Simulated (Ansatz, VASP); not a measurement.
**Li4Cl in VASP and in Ansatz**

File INCAR:

```
ALGO = Normal ; EDIFF = 1E-6
EDIFFG = -0.01 ; ENCUT = 600
GGA = PE ; IBRION = 2
ISIF = 3 ; ISMEAR = 0
LASPH = True ; LCHARG = False
LREAL = False ; LWAVE = False
NELM = 60 ; NSW = 100
PREC = Accurate ; SIGMA = 0.1
```

File KPOINTS:

```
k-points
0
Gamma
  6 6 8
```

The input POSCAR:

```
Li4Cl
1.0
    6.0068142772      0.0000000000      0.0000000000
   -3.0034071386      5.2020537599      0.0000000000
    0.0000000000      0.0000000000      4.3921000735
Li Cl
4 1
Direct
    0.5910793199      0.0000000000      0.0000000000
    0.0000000000      0.5910793199      0.0000000000
    0.4089206801      0.4089206801      0.0000000000
    0.0000000000      0.0000000000      0.5000000000
    0.0000000000      0.0000000000      0.0000000000
```

Input for Ansatz:

```yaml
crystal:
  lattice:
    - [6.0068142772, 0.0, 0.0]
    - [-3.0034071386, 5.2020537599, 0.0]
    - [0.0, 0.0, 4.3921000735]
  atoms:
    - { symbol: Li, position: [0.5910793199, 0.0, 0.0] }
    - { symbol: Li, position: [0.0, 0.5910793199, 0.0] }
    - { symbol: Li, position: [0.4089206801, 0.4089206801, 0.0] }
    - { symbol: Li, position: [0.0, 0.0, 0.5] }
    - { symbol: Cl, position: [0.0, 0.0, 0.0] }
basis:
  ecutwfc: 420
kpoints:
  mp_grid: { grid: [6, 6, 8] }
hamiltonian:
  xc: pbe
scf:
  occupations: { method: gaussian, width: 0.1 }
output:
  forces: true
  stress: true
  eigenvalues: true
  write_density: true
  write_potential: true
  elf: true
  volumetric_format: npy
relax:
  adjacent_minimum: "off"
  f_tol: 0.01
  max_steps: 80
  cell: { stress_tol: 0.05 }
```

Alike in both runs: task relaxation of cell and atoms; functional PBE; k mesh 6 × 6 × 8; occupations gaussian, width 0.1 eV; no spin polarisation.

```csv
,VASP,Ansatz
version,VASP 6.6.1,Ansatz 0.2.0
potentials or method,"VASP PAW PBE potentials, release 64 (Li_sv, Cl), cutoff 600 eV","scalar-relativistic, plane waves, PAW"
valence electrons in the cell,19,19
```

```csv
,VASP,Ansatz,Ansatz less VASP
"gap on the k mesh at the Fermi level, each at its own relaxed structure (eV)",none,none,-
relaxed volume (Å³/atom),27.31,27.44,+0.126
relaxed cell length with the largest relative difference (Å),4.380,4.389,+0.0093
```

A gap of «none» marks a metal or a gap that the smearing closes.

Noted on VASP's run: the cutoff is short for stress, so the pressure is rough.
